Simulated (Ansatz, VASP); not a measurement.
## Two plane-wave programs on KF

```
K F
1.0
     0.00000    2.72820    2.72820
     2.72820    0.00000    2.72820
     2.72820    2.72820    0.00000
K F
1 1
Direct
  0.00000 0.00000 0.00000
  0.50000 0.50000 0.50000
```

Alike in both runs: task single point; functional PBE; k mesh 12 × 12 × 12; occupations gaussian, width 0.05 eV; no spin polarisation.

|  | VASP | Ansatz |
| --- | --- | --- |
| version | VASP 6.6.1 | Ansatz 0.2.0 |
| potentials or method | VASP PAW PBE potentials, release 64 (K_sv, F), cutoff 520 eV | scalar-relativistic, plane waves, PAW |
| valence electrons in the cell | 16 | 16 |

Ansatz gave:

- gap on the k mesh at the Fermi level (eV): 5.86
- least direct gap on the mesh (eV): 5.86
- pressure (GPa): -0.5

Q: Estimate VASP's values.

A: gap on the k mesh at the Fermi level (eV): 5.85; least direct gap on the mesh (eV): 5.85; pressure (GPa): -0.5.

The functional is the same, so the differences come from potentials, cutoffs and numerics.
